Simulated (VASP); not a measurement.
# TiSi (P4/mmm) in VASP: further runs

TiSi is run at these levels: r2SCAN; tasks: single point, relaxation of cell and atoms.

All numbers are computed with VASP 6.6.1; they aren't measurements. Logs are shortened: lines on timing, memory, paths and dates and some standing lists are left out, and cuts for length are marked.

## (1) The cell of the first run

It takes space group P4/mmm (No. 123, tetragonal). The conventional cell has a = 2.733 Å, b = 2.733 Å, c = 3.823 Å, α = 90.00°, β = 90.00°, γ = 90.00°. Ti (site symmetry 4/mmm) has 8 Si at 2.72 Å and 4 Ti at 2.73 Å within 3.6 Å. Si (site symmetry 4/mmm) has 8 Ti at 2.72 Å and 4 Si at 2.73 Å within 3.6 Å.

## (2) Single point, r2SCAN

POSCAR reads:

```
TiSi
1.0
    2.7330025623      0.0000000000      0.0000000000
    0.0000000000      2.7330025623      0.0000000000
    0.0000000000      0.0000000000      3.8228681940
Ti Si
1 1
Direct
    0.5000000000      0.5000000000      0.5000000000
    0.0000000000      0.0000000000      0.0000000000
```

INCAR.step1 reads:

```
  ALGO = Normal
  EDIFF = 1E-4
  ENCUT = 520
  GGA = PE
  ISMEAR = 0
  LASPH = T
  LCHARG = F
  LREAL = F
  LWAVE = T
  NBANDS = 15
  NELM = 100
  PREC = Accurate
  SIGMA = 0.1
```

INCAR.step2 reads:

```
  ALGO = Normal
  EDIFF = 1E-7
  ENCUT = 520
  ISIF = 2
  ISMEAR = 0
  ISTART = 1
  LASPH = T
  LCHARG = F
  LMIXTAU = T
  LREAL = F
  LWAVE = F
  METAGGA = R2SCAN
  NBANDS = 15
  NELM = 100
  PREC = Accurate
  SIGMA = 0.1
```

KPOINTS reads:

```
k-points
0
Gamma
  6 6 6
```

Potentials or basis: VASP PAW PBE potentials, release 64 (Ti_sv, Si).

Launch:

```
$ cat potpaw_PBE.64/Ti_sv/POTCAR potpaw_PBE.64/Si/POTCAR > POTCAR
$ cp INCAR.step1 INCAR
$ mpirun -np 1 vasp_std > vasp.out
$ cp INCAR.step2 INCAR
$ mpirun -np 1 vasp_std > vasp.out
```

OUTCAR:

```text
EDIFF = 1E-7
   ENCUT = 520
   ISIF = 2
   ISMEAR = 0
   ISTART = 1
   LASPH = T
   LREAL = F
   METAGGA = R2SCAN
   NELM = 100
   PREC = Accurate

 ion  position               nearest neighbor table
   1  0.500  0.500  0.500-   2 2.72   2 2.72   2 2.72   2 2.72   2 2.72   2 2.72   2 2.72   2 2.72

   2  0.000  0.000  0.000-   1 2.72   1 2.72   1 2.72   1 2.72   1 2.72   1 2.72   1 2.72   1 2.72

  LATTYP: Found a simple tetragonal cell.
 ALAT       =     2.7330025623
 C/A-ratio  =     1.3987795865

  Lattice vectors:

 A1 = (   2.7330025623,   0.0000000000,   0.0000000000)
 A2 = (   0.0000000000,   2.7330025623,   0.0000000000)
 A3 = (   0.0000000000,   0.0000000000,   3.8228681940)

Analysis of symmetry for initial positions (statically):
=====================================================================
 Subroutine PRICEL returns:
 Original cell was already a primitive cell.

 Routine SETGRP: Setting up the symmetry group for a
 simple tetragonal supercell.

 Subroutine GETGRP returns: Found 16 space group operations
 (whereof 16 operations were pure point group operations)
 out of a pool of 16 trial point group operations.

The static configuration has the point symmetry D_4h.

Analysis of symmetry for dynamics (positions and initial velocities):
=====================================================================
 Subroutine PRICEL returns:
 Original cell was already a primitive cell.

 Routine SETGRP: Setting up the symmetry group for a
 simple tetragonal supercell.

 Subroutine GETGRP returns: Found 16 space group operations
 (whereof 16 operations were pure point group operations)
 out of a pool of 16 trial point group operations.

The dynamic configuration has the point symmetry D_4h.

 Subroutine INISYM returns: Found 16 space group operations
 (whereof 16 operations are pure point group operations),
 and found     1 'primitive' translations

----------------------------------------------------------------------------------------

                                     Primitive cell

  volume of cell :      28.5542

  direct lattice vectors                    reciprocal lattice vectors
     2.733002562  0.000000000  0.000000000     0.365897937  0.000000000  0.000000000
     0.000000000  2.733002562  0.000000000     0.000000000  0.365897937  0.000000000
     0.000000000  0.000000000  3.822868194     0.000000000  0.000000000  0.261583698

  length of vectors
     2.733002562  2.733002562  3.822868194     0.365897937  0.365897937  0.261583698

  position of ions in fractional coordinates (direct lattice)
[... 85 lines left out ...]
   ISIF   =      2    stress and relaxation
   ISYM   =      2    0-nonsym 1-usesym 2-fastsym
   POTIM  = 0.5000    time-step for ionic-motion
   TEBEG  =    0.0;   TEEND  =   0.0 temperature during run
   PSTRESS=    0.0 pullay stress
   NELECT =      16.0000    total number of electrons
   NUPDOWN=      -1.0000    fix difference up-down
   EMIN   =  10.00;   EMAX   =-10.00  energy-range for DOS
   EFERMI =   0.00;   METHOD = LEGACY
   ISMEAR =     0;   SIGMA  =   0.10  broadening in eV -4-tet -1-fermi 0-gaus
   EFERMI_NEDOS =   21; number of points for ismear=-14 and -15
   IALGO  =     38    algorithm
   IMIX   =      4    mixing-type and parameters
     AMIX     =   0.40;   BMIX     =  1.00
     AMIX_MAG =   1.60;   BMIX_MAG =  1.00
  volume/ion in A,a.u.               =      14.28        96.35
  Fermi-wavevector in a.u.,A,eV,Ry     =   1.349662  2.550491 24.784203  1.821588
  Thomas-Fermi vector in A             =   2.477230
   LORBIT       =      0    0 simple, 1 ext, 2 COOP (PROOUT), +10 PAW based schemes
   METAGGA = R2SCAN    functional components
   LHFCALC =     F    Hartree Fock is set to
   AEXX    =    0.0000 exact exchange contribution
   IVDW    =     0    specifies the selected vdW correction
   LEPSILON=     F    determine dielectric tensor
   LRPA    =     F    only Hartree local field effects (RPA)
 non-spin polarized calculation
 Gauss-broadening in eV      SIGMA  =   0.10
  energy-cutoff  :      520.00
  volume of cell :       28.55
 maximum number of plane-waves:       786
   NGX = 11   NGY = 11   NGZ = 15

 number of electron      16.0000014 magnetization

 Free energy of the ion-electron system (eV)
  ---------------------------------------------------
  ext. energy  EPLUGINS =         0.00000000
  ---------------------------------------------------
  free energy    TOTEN  =       -22.72114226 eV

  energy without entropy =      -22.71330261  energy(sigma->0) =      -22.71722243

 E-fermi :  10.5840     XC(G=0): -12.7030

 val. band max:       10.5509300000   @ k =   0.3333   0.3333   0.0000
 cond. band min:      10.6017099507   @ k =   0.5000   0.1667   0.0000
 fundamental gap:      0.0507799507
 Fermi energy:        10.5839914416

 k-point     1 :       0.0000    0.0000    0.0000
  band No.  band energies     occupation
      1     -48.3549      2.00000
      2     -23.7643      2.00000
      3     -23.1831      2.00000
      4     -23.1831      2.00000
      5      -2.1997      2.00000
      6       7.9038      2.00000
      7       8.3188      2.00000
      8       9.0261      2.00000
      9      12.9236      0.00000
     10      12.9236      0.00000
     11      14.4666      0.00000
     12      16.5345      0.00000
     13      16.5345      0.00000
     14      17.2696      0.00000
[... 401 lines left out ...]
      2     -23.8754      2.00000
      3     -23.6978      2.00000
      4     -23.1211      2.00000
      5       2.0388      2.00000
      6       4.4923      2.00000
      7       7.4850      2.00000
      8       9.2872      2.00000
      9      12.5033      0.00000
     10      12.5223      0.00000
     11      13.1059      0.00000
     12      14.3243      0.00000
     13      16.7878      0.00000
     14      19.9855      0.00000
     15      20.8418      0.00000

 [... further k-points ...]
[... 5 lines left out ...]
  --------------------------------------------------------------------------------------
  -------------------------------------------------------------------------------------
  Total        0.0521599      0.0521599      0.0389118      0.0000000      0.0000000      0.0000000
  in kB        2.9266965      2.9266965      2.1833458      0.0000000      0.0000000      0.0000000
  external PRESSURE =       2.6789130 kB  Pullay stress =       0.0000000 kB

 VOLUME and BASIS-vectors are now :
 -----------------------------------------------------------------------------
  energy-cutoff  :      520.00
  volume of cell :       28.55
      direct lattice vectors                 reciprocal lattice vectors
     2.733002562  0.000000000  0.000000000     0.365897937  0.000000000  0.000000000
     0.000000000  2.733002562  0.000000000     0.000000000  0.365897937  0.000000000
     0.000000000  0.000000000  3.822868194     0.000000000  0.000000000  0.261583698

 POSITION                                       TOTAL-FORCE (eV/Angst)
 -----------------------------------------------------------------------------------
      1.36650      1.36650      1.91143         0.000000      0.000000      0.000000
      0.00000      0.00000      0.00000         0.000000      0.000000      0.000000
 -----------------------------------------------------------------------------------
    total drift:                               -0.000000      0.000000      0.000000

  FREE ENERGIE OF THE ION-ELECTRON SYSTEM (eV)
  ---------------------------------------------------
  free  energy   TOTEN  =       -22.7211422559 eV

  energy  without entropy=      -22.7133026092  energy(sigma->0) =      -22.71722243
```

OUTCAR.step1:

```text
EDIFF = 1E-4
   ENCUT = 520
   GGA = PE
   ISMEAR = 0
   LASPH = T
[... 654 lines left out ...]
 -----------------------------------------------------------------------------------
      1.36650      1.36650      1.91143         0.000000      0.000000      0.000000
      0.00000      0.00000      0.00000         0.000000      0.000000      0.000000
 -----------------------------------------------------------------------------------
    total drift:                               -0.000000      0.000000      0.000000

  FREE ENERGIE OF THE ION-ELECTRON SYSTEM (eV)
  ---------------------------------------------------
  free  energy   TOTEN  =       -14.2444986370 eV

  energy  without entropy=      -14.2341719483  energy(sigma->0) =      -14.23933529
```

Wall time 30 s (1 thread of Intel Xeon 6975P-C (Granite Rapids), shared host); peak memory 0.14 GiB.

What came out:

| Quantity | Value |
| --- | --- |
| Free energy | -22.7211 eV |
| Pressure | 0.3 GPa |
| Band gap on the k mesh | zero (band 8 reaches 11.17 eV, above the bottom of band 9 at 9.89 eV) |

Levels at points of the mesh, in eV from the Fermi level:
| k point | band 5 | band 6 | band 7 | band 8 | band 9 | band 10 | band 11 | band 12 |
| --- | --- | --- | --- | --- | --- | --- | --- | --- |
| (0.00, 0.00, 0.00) | -12.78 | -2.68 | -2.27 | -1.56 | 2.34 | 2.34 | 3.88 | 5.95 |
| (0.50, 0.00, 0.00) | -8.32 | -7.08 | -3.24 | -0.64 | 1.75 | 2.85 | 4.62 | 4.77 |
| (0.50, 0.50, 0.00) | -5.88 | -3.21 | -3.21 | -1.22 | -0.69 | -0.69 | 2.94 | 3.28 |
| (0.00, 0.00, 0.50) | -11.44 | -7.12 | -1.24 | 0.58 | 1.39 | 1.39 | 3.91 | 6.82 |
| (0.50, 0.00, 0.50) | -8.62 | -5.61 | -3.05 | -1.79 | 1.57 | 1.98 | 2.42 | 3.50 |
| (0.50, 0.50, 0.50) | -4.65 | -4.65 | -4.09 | -2.68 | 1.94 | 2.52 | 3.99 | 3.99 |

Caveat: the k points lie up to 0.38 Å⁻¹ apart; the PAW data sets were made with another functional, which shifts forces and pressure a little.

(Part 1 of 2 ends here.)
